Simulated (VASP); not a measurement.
# SnTe (zincblende type) (F-43m) in VASP: further runs, part 2 of 2

VASP 6.6.1. Earlier steps stand in the parts before.

## Step 4: Single point, PBE

This run uses another cell than the first one, of 46.90 Å³/atom.

INCAR

```
SYSTEM = SnTe
PREC = Accurate
ENCUT = 520
EDIFF = 1E-7
ISMEAR = -1
SIGMA = 0.08
LREAL = .False.
LASPH = .True.
NELM = 80
ALGO = Normal
ISIF = 2
LWAVE = .False.
LCHARG = .False.
GGA = PE
NBANDS = 17
```

KPOINTS

```
regular mesh
0
Gamma
  12 12 12
  0 0 0
```

POSCAR

```
SnTe
1.0
    0.0000000000      3.6062798297      3.6062798297
    3.6062798297      0.0000000000      3.6062798297
    3.6062798297      3.6062798297      0.0000000000
Sn Te
1 1
Direct
    0.0000000000      0.0000000000      0.0000000000
    0.2500000000      0.2500000000      0.2500000000
```

Potentials or basis: VASP PAW PBE potentials, release 64 (Sn_d, Te).

Run with:

```bash
> cat potpaw_PBE.64/Sn_d/POTCAR potpaw_PBE.64/Te/POTCAR > POTCAR
> mpirun -np 1 vasp_std > vasp.out
```

OUTCAR:

```text
SYSTEM = SnTe
   PREC = Accurate
   ENCUT = 520
   EDIFF = 1E-7
   ISMEAR = -1
   LREAL = .False.
   LASPH = .True.
   NELM = 80
   ISIF = 2
   GGA = PE

 ion  position               nearest neighbor table
   1  0.000  0.000  0.000-   2 3.12   2 3.12   2 3.12   2 3.12
   2  0.250  0.250  0.250-   1 3.12   1 3.12   1 3.12   1 3.12

  LATTYP: Found a face centered cubic cell.
 ALAT       =     7.2125596594

  Lattice vectors:

 A1 = (   0.0000000000,   3.6062798297,   3.6062798297)
 A2 = (   3.6062798297,   0.0000000000,   3.6062798297)
 A3 = (   3.6062798297,   3.6062798297,   0.0000000000)

Analysis of symmetry for initial positions (statically):
=====================================================================
 Subroutine PRICEL returns:
 Original cell was already a primitive cell.

 Routine SETGRP: Setting up the symmetry group for a
 face centered cubic supercell.

 Subroutine GETGRP returns: Found 24 space group operations
 (whereof 24 operations were pure point group operations)
 out of a pool of 48 trial point group operations.

The static configuration has the point symmetry T_d .

Analysis of symmetry for dynamics (positions and initial velocities):
=====================================================================
 Subroutine PRICEL returns:
 Original cell was already a primitive cell.

 Routine SETGRP: Setting up the symmetry group for a
 face centered cubic supercell.

 Subroutine GETGRP returns: Found 24 space group operations
 (whereof 24 operations were pure point group operations)
 out of a pool of 48 trial point group operations.

The dynamic configuration has the point symmetry T_d .

 Subroutine INISYM returns: Found 24 space group operations
 (whereof 24 operations are pure point group operations),
 and found     1 'primitive' translations

----------------------------------------------------------------------------------------

                                     Primitive cell

  volume of cell :      93.8012

  direct lattice vectors                    reciprocal lattice vectors
     0.000000000  3.606279830  3.606279830    -0.138647033  0.138647033  0.138647033
     3.606279830  0.000000000  3.606279830     0.138647033 -0.138647033  0.138647033
     3.606279830  3.606279830  0.000000000     0.138647033  0.138647033 -0.138647033

  length of vectors
     5.100049845  5.100049845  5.100049845     0.240143706  0.240143706  0.240143706

  position of ions in fractional coordinates (direct lattice)
     0.000000000  0.000000000  0.000000000
     0.250000000  0.250000000  0.250000000

  ion indices of the primitive-cell ions
   primitive index   ion index
                 1           1
                 2           2

----------------------------------------------------------------------------------------

 KPOINTS: regular mesh

Automatic generation of k-mesh.
 Grid dimensions read from file:
 generate k-points for:   12   12   12

 Generating k-lattice:

  Cartesian coordinates                     Fractional coordinates (reciprocal lattice)
    -0.011553919  0.011553919  0.011553919     0.083333333  0.000000000  0.000000000
     0.011553919 -0.011553919  0.011553919     0.000000000  0.083333333  0.000000000
     0.011553919  0.011553919 -0.011553919     0.000000000  0.000000000  0.083333333

  Length of vectors
     0.020011976  0.020011976  0.020011976

  Shift w.r.t. Gamma in fractional coordinates (k-lattice)
     0.000000000  0.000000000  0.000000000

 Subroutine IBZKPT returns following result:
 ===========================================

 Found     72 irreducible k-points:

 Following reciprocal coordinates:
            Coordinates               Weight
  0.000000  0.000000  0.000000      1.000000
  0.083333  0.000000  0.000000      8.000000
  0.166667  0.000000  0.000000      8.000000
  0.250000  0.000000  0.000000      8.000000
  0.333333  0.000000  0.000000      8.000000
  0.416667  0.000000  0.000000      8.000000
[... 16 lines left out ...]
  0.500000  0.166667  0.000000     24.000000
 -0.416667  0.166667  0.000000     24.000000
 [... further k-points ...]
   k-points           NKPTS =     72   k-points in BZ     NKDIM =     72   number of bands    NBANDS=     17
   number of dos      NEDOS =    301   number of ions     NIONS =      2
   total plane-waves  NPLWV =  64000
   dimension x,y,z NGX =    40 NGY =   40 NGZ =   40
   dimension x,y,z NGXF=    80 NGYF=   80 NGZF=   80
   ions per type =               1   1
   NGX,Y,Z   is equivalent  to a cutoff of  13.04, 13.04, 13.04 a.u.
   NGXF,Y,Z  is equivalent  to a cutoff of  26.08, 26.08, 26.08 a.u.
 SYSTEM =  SnTe
   PREC   = accura    normal or accurate (medium, high low for compatibility)
   ISTART =      0    job   : 0-new  1-cont  2-samecut
   ICHARG =      2    charge: 1-file 2-atom 10-const
   ISPIN  =      1    spin polarized calculation?
   LNONCOLLINEAR =      F non collinear calculations
   LSORBIT =      F    spin-orbit coupling
   LASPH  =      T    aspherical Exc in radial PAW
   ENCUT  =  520.0 eV  38.22 Ry    6.18 a.u.   9.48  9.48  9.48*2*pi/ulx,y,z
   NELM   =     80;   NELMIN=  2; NELMDL= -5     # of ELM steps
   EDIFF  = 0.1E-06   stopping-criterion for ELM
   LREAL  =      F    real-space projection
   EDIFFG = 0.1E-05   stopping-criterion for IOM
   NSW    =      0    number of steps for IOM
   IBRION =     -1    ionic relax: 0-MD 1-quasi-New 2-CG
   NFREE  =      0    steps in history (QN), initial steepest desc. (CG)
   ISIF   =      2    stress and relaxation
   ISYM   =      2    0-nonsym 1-usesym 2-fastsym
   POTIM  = 0.5000    time-step for ionic-motion
   TEBEG  =    0.0;   TEEND  =   0.0 temperature during run
   PSTRESS=    0.0 pullay stress
   NELECT =      20.0000    total number of electrons
   NUPDOWN=      -1.0000    fix difference up-down
   EMIN   =  10.00;   EMAX   =-10.00  energy-range for DOS
   EFERMI =   0.00;   METHOD = LEGACY
   ISMEAR =    -1;   SIGMA  =   0.08  broadening in eV -4-tet -1-fermi 0-gaus
   EFERMI_NEDOS =   21; number of points for ismear=-14 and -15
   IALGO  =     38    algorithm
   IMIX   =      4    mixing-type and parameters
     AMIX     =   0.40;   BMIX     =  1.00
     AMIX_MAG =   1.60;   BMIX_MAG =  1.00
  volume/ion in A,a.u.               =      46.90       316.50
  Fermi-wavevector in a.u.,A,eV,Ry     =   0.978022  1.848194 13.014347  0.956528
  Thomas-Fermi vector in A             =   2.108765
   LORBIT       =      0    0 simple, 1 ext, 2 COOP (PROOUT), +10 PAW based schemes
   GGA     = PE    functional components
   LHFCALC =     F    Hartree Fock is set to
   AEXX    =    0.0000 exact exchange contribution
   IVDW    =     0    specifies the selected vdW correction
   LEPSILON=     F    determine dielectric tensor
   LRPA    =     F    only Hartree local field effects (RPA)
 non-spin polarized calculation
  energy-cutoff  :      520.00
  volume of cell :       93.80
 maximum number of plane-waves:      2565
 NGX is ok and might be reduce to    40
   NGX = 19   NGY = 19   NGZ = 19

 number of electron      20.0000001 magnetization

 Free energy of the ion-electron system (eV)
  ---------------------------------------------------
  ext. energy  EPLUGINS =         0.00000000
  ---------------------------------------------------
  free energy    TOTEN  =        -7.06672727 eV

  energy without entropy =       -7.06073274  energy(sigma->0) =       -7.06373001

 E-fermi :   3.2786     XC(G=0):  -7.4634

 val. band max:        3.2464658586   @ k =  -0.2500   0.5000   0.2500
 cond. band min:       3.3260821295   @ k =   0.5000   0.5000   0.0000
 fundamental gap:      0.0796162710
 Fermi energy:         3.2785591807

 k-point     1 :       0.0000    0.0000    0.0000
  band No.  band energies     occupation
      1     -18.5934      2.00000
      2     -18.5934      2.00000
      3     -18.5934      2.00000
      4     -18.5845      2.00000
      5     -18.5845      2.00000
      6      -8.3382      2.00000
[... 9 lines left out ...]
     16       9.6498      0.00000
     17      10.8244      0.00000

 k-point     2 :       0.0833    0.0000    0.0000
  band No.  band energies     occupation
      1     -18.5935      2.00000
      2     -18.5933      2.00000
      3     -18.5933      2.00000
      4     -18.5845      2.00000
      5     -18.5845      2.00000
      6      -8.3082      2.00000
[... 9 lines left out ...]
     16       9.4266      0.00000
     17      10.6359      0.00000
[... 421 lines left out ...]
 k-point    24 :      -0.4167    0.1667    0.0000
  band No.  band energies     occupation
      1     -18.5949      2.00000
      2     -18.5918      2.00000
      3     -18.5917      2.00000
      4     -18.5845      2.00000
      5     -18.5843      2.00000
      6      -7.7327      2.00000
[... 9 lines left out ...]
     16       9.7388      0.00000
     17      10.6824      0.00000

 [... further k-points ...]
[... 5 lines left out ...]
  --------------------------------------------------------------------------------------
  -------------------------------------------------------------------------------------
  Total       -0.0001734     -0.0001734     -0.0001734     -0.0000000     -0.0000000      0.0000000
  in kB       -0.0029621     -0.0029621     -0.0029621     -0.0000000     -0.0000000      0.0000000
  external PRESSURE =      -0.0029621 kB  Pullay stress =       0.0000000 kB

 VOLUME and BASIS-vectors are now :
 -----------------------------------------------------------------------------
  energy-cutoff  :      520.00
  volume of cell :       93.80
      direct lattice vectors                 reciprocal lattice vectors
     0.000000000  3.606279830  3.606279830    -0.138647033  0.138647033  0.138647033
     3.606279830  0.000000000  3.606279830     0.138647033 -0.138647033  0.138647033
     3.606279830  3.606279830  0.000000000     0.138647033  0.138647033 -0.138647033

 POSITION                                       TOTAL-FORCE (eV/Angst)
 -----------------------------------------------------------------------------------
      0.00000      0.00000      0.00000        -0.000000     -0.000000     -0.000000
      1.80314      1.80314      1.80314         0.000000      0.000000      0.000000
 -----------------------------------------------------------------------------------
    total drift:                               -0.000000     -0.000000     -0.000000

  FREE ENERGIE OF THE ION-ELECTRON SYSTEM (eV)
  ---------------------------------------------------
  free  energy   TOTEN  =        -7.0667272749 eV

  energy  without entropy=       -7.0607327365  energy(sigma->0) =       -7.06373001
```

OSZICAR:

```text
N       E                     dE             d eps       ncg     rms          rms(c)
DAV:   1     0.121813056869E+03    0.12181E+03   -0.92532E+03  2451   0.117E+03
DAV:   2     0.464100770740E+01   -0.11717E+03   -0.11430E+03  2664   0.290E+02
DAV:   3    -0.684744926411E+01   -0.11488E+02   -0.11391E+02  3036   0.891E+01
DAV:   4    -0.719741160029E+01   -0.34996E+00   -0.34977E+00  2927   0.164E+01
DAV:   5    -0.721290043285E+01   -0.15489E-01   -0.15488E-01  3482   0.323E+00    0.440E+00
DAV:   6    -0.706624922564E+01    0.14665E+00   -0.37963E-01  3171   0.283E+00    0.289E+00
DAV:   7    -0.706422038563E+01    0.20288E-02   -0.81585E-02  2563   0.108E+00    0.111E+00
DAV:   8    -0.706575800587E+01   -0.15376E-02   -0.99627E-03  2757   0.688E-01    0.236E-01
DAV:   9    -0.706638560379E+01   -0.62760E-03   -0.24588E-03  2544   0.303E-01    0.677E-02
DAV:  10    -0.706657379366E+01   -0.18819E-03   -0.42791E-04  2752   0.105E-01    0.422E-02
DAV:  11    -0.706672372855E+01   -0.14993E-03   -0.24413E-04  2484   0.649E-02    0.343E-02
DAV:  12    -0.706672521483E+01   -0.14863E-05   -0.73800E-06  3055   0.197E-02    0.142E-02
DAV:  13    -0.706672683884E+01   -0.16240E-05   -0.38947E-06  2498   0.817E-03    0.384E-03
DAV:  14    -0.706672700689E+01   -0.16805E-06   -0.34911E-07  2892   0.498E-03    0.355E-03
DAV:  15    -0.706672720457E+01   -0.19768E-06   -0.64500E-08  1906   0.121E-03    0.167E-03
DAV:  16    -0.706672727492E+01   -0.70351E-07   -0.19049E-08  1963   0.106E-03
   1 F= -.70667273E+01 E0= -.70637300E+01  d E =-.599454E-02
```

stdout:

```text
POSCAR found type information on POSCAR SnTe
 POSCAR found :  2 types and       2 ions
 scaLAPACK will be used
 LDA part: xc-table for (Slater+PW92), standard interpolation
 POSCAR, INCAR and KPOINTS ok, starting setup
 FFT: planning ... GRIDC
 FFT: planning ... GRID_SOFT
 FFT: planning ... GRID
 WAVECAR not read
 entering main loop
```

Run time: 2.5 min. Hardware: 1 thread of AMD EPYC 7R13, shared host; peak memory 0.28 GiB.

Results:

```
Free energy            : -7.0667 eV
Pressure               : 0.0 GPa
Band gap on the k mesh : 0.08 eV (least direct gap 0.79 eV)
```

Caveat: spin-orbit coupling is left out, which moves the levels of the heavy elements. A k mesh can miss the band edges.
